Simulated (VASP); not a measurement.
# GaAs (F-43m) in VASP: notebook

Aim: see how the results for GaAs move with the level of theory and the settings. Levels: PBE, r2SCAN. Tasks: single point.

All numbers are computed with VASP 6.6.1; they aren't measurements. Logs are shortened: lines on timing, memory, paths and dates and some standing lists are left out, and cuts for length are marked.

### 1 The cell of the first run

The structure is cubic, space group F-43m (No. 216). Conventional cell: a = 5.800 Å, b = 5.800 Å, c = 5.800 Å, α = 90.00°, β = 90.00°, γ = 90.00°. Within 3.3 Å of Ga (site symmetry -43m) lie 4 As at 2.51 Å. Within 3.3 Å of As (site symmetry -43m) lie 4 Ga at 2.51 Å.

### 2 Single point, PBE (strain +2.4%)

Contents of INCAR:

```
SYSTEM = GaAs
PREC     = Accurate       ! precision mode
ENCUT    = 520            ! plane-wave cutoff, eV
EDIFF    = 1E-6           ! SCF threshold, eV
ISMEAR   = -1             ! smearing method
SIGMA    = 0.02           ! smearing width, eV
LREAL    = .FALSE.        ! projectors in reciprocal space
LASPH    = .TRUE.         ! aspherical terms in the spheres
NELM     = 60             ! most SCF steps
ALGO     = Normal         ! electronic algorithm
ISIF     = 2              ! what is computed and relaxed
LWAVE    = .FALSE.        ! write WAVECAR
LCHARG   = .FALSE.        ! write CHGCAR
GGA      = PE             ! functional
NBANDS   = 16             ! bands
```

Contents of KPOINTS:

```
regular mesh
0
G
  8 8 8
  0 0 0
```

Contents of POSCAR:

```
GaAs
1.0
    0.0000000000      2.8999439551      2.8999439551
    2.8999439551      0.0000000000      2.8999439551
    2.8999439551      2.8999439551      0.0000000000
Ga As
1 1
Direct
    0.0000000000      0.0000000000      0.0000000000
    0.2500000000      0.2500000000      0.2500000000
```

Potentials or basis: VASP PAW PBE potentials, release 64 (Ga_d, As).

Run with:

```console
> cat potpaw_PBE.64/Ga_d/POTCAR potpaw_PBE.64/As/POTCAR > POTCAR
> mpirun -np 1 vasp_std > vasp.out
```

OUTCAR:

```text
SYSTEM = GaAs
   PREC = Accurate
   ENCUT = 520
   EDIFF = 1E-6
   ISMEAR = -1
   LREAL = .FALSE.
   LASPH = .TRUE.
   NELM = 60
   ISIF = 2
   GGA = PE

 ion  position               nearest neighbor table
   1  0.000  0.000  0.000-   2 2.51   2 2.51   2 2.51   2 2.51
   2  0.250  0.250  0.250-   1 2.51   1 2.51   1 2.51   1 2.51

  LATTYP: Found a face centered cubic cell.
 ALAT       =     5.7998879102

  Lattice vectors:

 A1 = (   0.0000000000,   2.8999439551,   2.8999439551)
 A2 = (   2.8999439551,   0.0000000000,   2.8999439551)
 A3 = (   2.8999439551,   2.8999439551,   0.0000000000)

Analysis of symmetry for initial positions (statically):
=====================================================================
 Subroutine PRICEL returns:
 Original cell was already a primitive cell.

 Routine SETGRP: Setting up the symmetry group for a
 face centered cubic supercell.

 Subroutine GETGRP returns: Found 24 space group operations
 (whereof 24 operations were pure point group operations)
 out of a pool of 48 trial point group operations.

The static configuration has the point symmetry T_d .

Analysis of symmetry for dynamics (positions and initial velocities):
=====================================================================
 Subroutine PRICEL returns:
 Original cell was already a primitive cell.

 Routine SETGRP: Setting up the symmetry group for a
 face centered cubic supercell.

 Subroutine GETGRP returns: Found 24 space group operations
 (whereof 24 operations were pure point group operations)
 out of a pool of 48 trial point group operations.

The dynamic configuration has the point symmetry T_d .

 Subroutine INISYM returns: Found 24 space group operations
 (whereof 24 operations are pure point group operations),
 and found     1 'primitive' translations

----------------------------------------------------------------------------------------

                                     Primitive cell

  volume of cell :      48.7752

  direct lattice vectors                    reciprocal lattice vectors
     0.000000000  2.899943955  2.899943955    -0.172417125  0.172417125  0.172417125
     2.899943955  0.000000000  2.899943955     0.172417125 -0.172417125  0.172417125
     2.899943955  2.899943955  0.000000000     0.172417125  0.172417125 -0.172417125

  length of vectors
     4.101140071  4.101140071  4.101140071     0.298635221  0.298635221  0.298635221

  position of ions in fractional coordinates (direct lattice)
     0.000000000  0.000000000  0.000000000
     0.250000000  0.250000000  0.250000000

  ion indices of the primitive-cell ions
   primitive index   ion index
                 1           1
                 2           2

----------------------------------------------------------------------------------------

 KPOINTS: regular mesh

Automatic generation of k-mesh.
 Grid dimensions read from file:
 generate k-points for:    8    8    8

 Generating k-lattice:

  Cartesian coordinates                     Fractional coordinates (reciprocal lattice)
    -0.021552141  0.021552141  0.021552141     0.125000000  0.000000000  0.000000000
     0.021552141 -0.021552141  0.021552141     0.000000000  0.125000000  0.000000000
     0.021552141  0.021552141 -0.021552141     0.000000000  0.000000000  0.125000000

  Length of vectors
     0.037329403  0.037329403  0.037329403

  Shift w.r.t. Gamma in fractional coordinates (k-lattice)
     0.000000000  0.000000000  0.000000000

 Subroutine IBZKPT returns following result:
 ===========================================

 Found     29 irreducible k-points:

 Following reciprocal coordinates:
            Coordinates               Weight
  0.000000  0.000000  0.000000      1.000000
  0.125000  0.000000  0.000000      8.000000
  0.250000  0.000000  0.000000      8.000000
  0.375000  0.000000  0.000000      8.000000
  0.500000  0.000000  0.000000      4.000000
  0.125000  0.125000  0.000000      6.000000
[... 16 lines left out ...]
  0.500000  0.250000  0.125000     48.000000
 -0.375000  0.250000  0.125000     24.000000
 [... further k-points ...]
   k-points           NKPTS =     29   k-points in BZ     NKDIM =     29   number of bands    NBANDS=     16
   number of dos      NEDOS =    301   number of ions     NIONS =      2
   total plane-waves  NPLWV =  32768
   dimension x,y,z NGX =    32 NGY =   32 NGZ =   32
   dimension x,y,z NGXF=    64 NGYF=   64 NGZF=   64
   ions per type =               1   1
   NGX,Y,Z   is equivalent  to a cutoff of  12.97, 12.97, 12.97 a.u.
   NGXF,Y,Z  is equivalent  to a cutoff of  25.94, 25.94, 25.94 a.u.
 SYSTEM =  GaAs
   PREC   = accura    normal or accurate (medium, high low for compatibility)
   ISTART =      0    job   : 0-new  1-cont  2-samecut
   ICHARG =      2    charge: 1-file 2-atom 10-const
   ISPIN  =      1    spin polarized calculation?
   LNONCOLLINEAR =      F non collinear calculations
   LSORBIT =      F    spin-orbit coupling
   LASPH  =      T    aspherical Exc in radial PAW
   ENCUT  =  520.0 eV  38.22 Ry    6.18 a.u.   7.63  7.63  7.63*2*pi/ulx,y,z
   NELM   =     60;   NELMIN=  2; NELMDL= -5     # of ELM steps
   EDIFF  = 0.1E-05   stopping-criterion for ELM
   LREAL  =      F    real-space projection
   EDIFFG = 0.1E-04   stopping-criterion for IOM
   NSW    =      0    number of steps for IOM
   IBRION =     -1    ionic relax: 0-MD 1-quasi-New 2-CG
   NFREE  =      0    steps in history (QN), initial steepest desc. (CG)
   ISIF   =      2    stress and relaxation
   ISYM   =      2    0-nonsym 1-usesym 2-fastsym
   POTIM  = 0.5000    time-step for ionic-motion
   TEBEG  =    0.0;   TEEND  =   0.0 temperature during run
   PSTRESS=    0.0 pullay stress
   NELECT =      18.0000    total number of electrons
   NUPDOWN=      -1.0000    fix difference up-down
   EMIN   =  10.00;   EMAX   =-10.00  energy-range for DOS
   EFERMI =   0.00;   METHOD = LEGACY
   ISMEAR =    -1;   SIGMA  =   0.02  broadening in eV -4-tet -1-fermi 0-gaus
   EFERMI_NEDOS =   21; number of points for ismear=-14 and -15
   IALGO  =     38    algorithm
   IMIX   =      4    mixing-type and parameters
     AMIX     =   0.40;   BMIX     =  1.00
     AMIX_MAG =   1.60;   BMIX_MAG =  1.00
  volume/ion in A,a.u.               =      24.39       164.58
  Fermi-wavevector in a.u.,A,eV,Ry     =   1.174265  2.219039 18.761046  1.378898
  Thomas-Fermi vector in A             =   2.310665
   LORBIT       =      0    0 simple, 1 ext, 2 COOP (PROOUT), +10 PAW based schemes
   GGA     = PE    functional components
   LHFCALC =     F    Hartree Fock is set to
   AEXX    =    0.0000 exact exchange contribution
   IVDW    =     0    specifies the selected vdW correction
   LEPSILON=     F    determine dielectric tensor
   LRPA    =     F    only Hartree local field effects (RPA)
 non-spin polarized calculation
  energy-cutoff  :      520.00
  volume of cell :       48.78
 maximum number of plane-waves:      1363
 NGX is ok and might be reduce to    32
   NGX = 15   NGY = 15   NGZ = 15

 number of electron      17.9999988 magnetization

 Free energy of the ion-electron system (eV)
  ---------------------------------------------------
  ext. energy  EPLUGINS =         0.00000000
  ---------------------------------------------------
  free energy    TOTEN  =        -8.26561279 eV

  energy without entropy =       -8.26544951  energy(sigma->0) =       -8.26553115

 E-fermi :   3.2582     XC(G=0):  -9.2473

 val. band max:        3.2425956031   @ k =   0.0000   0.0000   0.0000
 cond. band min:       4.0374911054   @ k =   0.5000   0.0000   0.0000
 fundamental gap:      0.7948955023
 Fermi energy:         3.2582176644

 k-point     1 :       0.0000    0.0000    0.0000
  band No.  band energies     occupation
      1     -11.4436      2.00000
      2     -11.4436      2.00000
      3     -11.4436      2.00000
      4     -11.3815      2.00000
      5     -11.3815      2.00000
      6      -8.9601      2.00000
[... 8 lines left out ...]
     15      13.1756      0.00000
     16      13.1756      0.00000

 k-point     2 :       0.1250    0.0000    0.0000
  band No.  band energies     occupation
      1     -11.4529      2.00000
      2     -11.4409      2.00000
      3     -11.4409      2.00000
      4     -11.3816      2.00000
      5     -11.3816      2.00000
      6      -8.7975      2.00000
[... 8 lines left out ...]
     15      12.3946      0.00000
     16      12.3946      0.00000

 k-point     3 :       0.2500    0.0000    0.0000
  band No.  band energies     occupation
      1     -11.4738      2.00000
      2     -11.4350      2.00000
      3     -11.4350      2.00000
      4     -11.3812      2.00000
      5     -11.3812      2.00000
      6      -8.3450      2.00000
[... 8 lines left out ...]
     15      12.1536      0.00000
     16      12.1536      0.00000

 k-point     4 :       0.3750    0.0000    0.0000
  band No.  band energies     occupation
      1     -11.4934      2.00000
      2     -11.4303      2.00000
      3     -11.4303      2.00000
      4     -11.3796      2.00000
      5     -11.3796      2.00000
      6      -7.7498      2.00000
[... 8 lines left out ...]
     15      13.2058      0.00000
     16      13.2058      0.00000

 k-point     5 :       0.5000    0.0000    0.0000
  band No.  band energies     occupation
      1     -11.5011      2.00000
      2     -11.4287      2.00000
      3     -11.4287      2.00000
      4     -11.3786      2.00000
      5     -11.3786      2.00000
      6      -7.4219      2.00000
[... 8 lines left out ...]
     15      14.7370      0.00000
     16      14.7370      0.00000

 k-point     6 :       0.1250    0.1250    0.0000
  band No.  band energies     occupation
      1     -11.4586      2.00000
      2     -11.4384      2.00000
      3     -11.4384      2.00000
      4     -11.3837      2.00000
      5     -11.3801      2.00000
      6      -8.7431      2.00000
[... 8 lines left out ...]
     15      11.8322      0.00000
     16      13.4178      0.00000
[... 267 lines left out ...]
 k-point    21 :       0.5000    0.5000    0.0000
  band No.  band energies     occupation
      1     -11.5278      2.00000
      2     -11.4063      2.00000
      3     -11.4063      2.00000
      4     -11.3999      2.00000
      5     -11.3716      2.00000
      6      -6.7793      2.00000
[... 8 lines left out ...]
     15      15.7761      0.00000
     16      16.2026      0.00000

 k-point    22 :       0.3750    0.2500    0.1250
  band No.  band energies     occupation
      1     -11.4912      2.00000
      2     -11.4280      2.00000
      3     -11.4258      2.00000
      4     -11.3872      2.00000
      5     -11.3775      2.00000
      6      -7.9636      2.00000
[... 8 lines left out ...]
     15      13.8508      0.00000
     16      14.2279      0.00000

 k-point    23 :       0.5000    0.2500    0.1250
  band No.  band energies     occupation
      1     -11.5037      2.00000
      2     -11.4252      2.00000
      3     -11.4207      2.00000
      4     -11.3863      2.00000
      5     -11.3777      2.00000
      6      -7.4170      2.00000
[... 8 lines left out ...]
     15      13.7058      0.00000
     16      15.1339      0.00000

 k-point    24 :      -0.3750    0.2500    0.1250
  band No.  band energies     occupation
      1     -11.5085      2.00000
      2     -11.4246      2.00000
      3     -11.4188      2.00000
      4     -11.3846      2.00000
      5     -11.3787      2.00000
      6      -7.1224      2.00000
[... 8 lines left out ...]
     15      14.5855      0.00000
     16      14.9380      0.00000

 [... further k-points ...]

------------------------ aborting loop because EDIFF is reached ----------------------------------------

  FORCE on cell =-STRESS in cart. coord.  units (eV):
  Direction    XX          YY          ZZ          XY          YZ          ZX
  --------------------------------------------------------------------------------------
  -------------------------------------------------------------------------------------
  Total       -0.4334298     -0.4334298     -0.4334298      0.0000000      0.0000000     -0.0000000
  in kB      -14.2373943    -14.2373943    -14.2373943      0.0000000      0.0000000     -0.0000000
  external PRESSURE =     -14.2373943 kB  Pullay stress =       0.0000000 kB

 VOLUME and BASIS-vectors are now :
 -----------------------------------------------------------------------------
  energy-cutoff  :      520.00
  volume of cell :       48.78
      direct lattice vectors                 reciprocal lattice vectors
     0.000000000  2.899943955  2.899943955    -0.172417125  0.172417125  0.172417125
     2.899943955  0.000000000  2.899943955     0.172417125 -0.172417125  0.172417125
     2.899943955  2.899943955  0.000000000     0.172417125  0.172417125 -0.172417125

 POSITION                                       TOTAL-FORCE (eV/Angst)
 -----------------------------------------------------------------------------------
      0.00000      0.00000      0.00000        -0.000000     -0.000000     -0.000000
      1.44997      1.44997      1.44997         0.000000      0.000000      0.000000
 -----------------------------------------------------------------------------------
    total drift:                                0.000002      0.000002      0.000001

  FREE ENERGIE OF THE ION-ELECTRON SYSTEM (eV)
  ---------------------------------------------------
  free  energy   TOTEN  =        -8.2656127895 eV

  energy  without entropy=       -8.2654495116  energy(sigma->0) =       -8.26553115
```

Wall time 11 s (1 thread of Intel Xeon Platinum 8488C (Sapphire Rapids), shared host); peak memory 0.18 GiB.

What came out:

| Quantity | Value |
| --- | --- |
| Free energy | -8.2656 eV |
| Pressure | -1.4 GPa |
| Band gap on the k mesh | zero (filled and empty bands touch) |

Caveat: the cell differs from its parent crystal (strain +2.4%).

### 3 Single point, r2SCAN (strain +2.4%)

POSCAR is that of step 2.

Contents of INCAR.step1:

```
SYSTEM = GaAs
PREC     = Accurate       ! precision mode
ENCUT    = 520            ! plane-wave cutoff, eV
ISMEAR   = -1             ! smearing method
SIGMA    = 0.02           ! smearing width, eV
LREAL    = .False.        ! projectors in reciprocal space
LASPH    = .True.         ! aspherical terms in the spheres
NELM     = 80             ! most SCF steps
NBANDS   = 16             ! bands
GGA      = PE             ! functional
ALGO     = Normal         ! electronic algorithm
EDIFF    = 1E-4           ! SCF threshold, eV
LWAVE    = .True.         ! write WAVECAR
LCHARG   = .False.        ! write CHGCAR
```

Contents of INCAR.step2:

```
SYSTEM = GaAs
PREC     = Accurate       ! precision mode
ENCUT    = 520            ! plane-wave cutoff, eV
EDIFF    = 1E-6           ! SCF threshold, eV
ISMEAR   = -1             ! smearing method
SIGMA    = 0.02           ! smearing width, eV
LREAL    = .False.        ! projectors in reciprocal space
LASPH    = .True.         ! aspherical terms in the spheres
NELM     = 80             ! most SCF steps
ALGO     = Normal         ! electronic algorithm
ISIF     = 2              ! what is computed and relaxed
LWAVE    = .False.        ! write WAVECAR
LCHARG   = .False.        ! write CHGCAR
METAGGA  = R2SCAN         ! meta-GGA
LMIXTAU  = .True.       
NBANDS   = 16             ! bands
ISTART   = 1
```

Contents of KPOINTS:

```
regular mesh
0
Gamma
  8 8 8
  0 0 0
```

Potentials or basis: VASP PAW PBE potentials, release 64 (Ga_d, As).

Run with:

```console
> cat potpaw_PBE.64/Ga_d/POTCAR potpaw_PBE.64/As/POTCAR > POTCAR
> cp INCAR.step1 INCAR
> mpirun -np 1 vasp_std > vasp.out
> cp INCAR.step2 INCAR
> mpirun -np 1 vasp_std > vasp.out
```

Wall time 44 s (1 thread of Intel Xeon Platinum 8488C (Sapphire Rapids), shared host); peak memory 0.19 GiB.

Results (log left out):

```yaml
Free_energy: -27.0074 eV
Pressure: -4.3 GPa
Band_gap_on_the_k_mesh: 0.39 eV, direct
```

Levels at points of the mesh, in eV from the valence-band top:
| k point | band 5 | band 6 | band 7 | band 8 | band 9 | band 10 | band 11 | band 12 | band 13 | band 14 |
| --- | --- | --- | --- | --- | --- | --- | --- | --- | --- | --- |
| (0.00, 0.00, 0.00) | -15.05 | -12.67 | 0.00 | 0.00 | 0.00 | 0.39 | 4.02 | 4.02 | 4.02 | 7.97 |
| (0.50, 0.00, 0.00) | -15.05 | -11.05 | -6.41 | -1.07 | -1.07 | 1.13 | 4.95 | 4.95 | 8.16 | 10.54 |
| (0.50, 0.50, 0.00) | -15.04 | -10.38 | -6.64 | -2.51 | -2.51 | 1.89 | 1.96 | 10.23 | 10.23 | 11.04 |

Caveat: the cell differs from its parent crystal (strain +2.4%); the PAW data sets were made with another functional, which shifts forces and pressure a little.
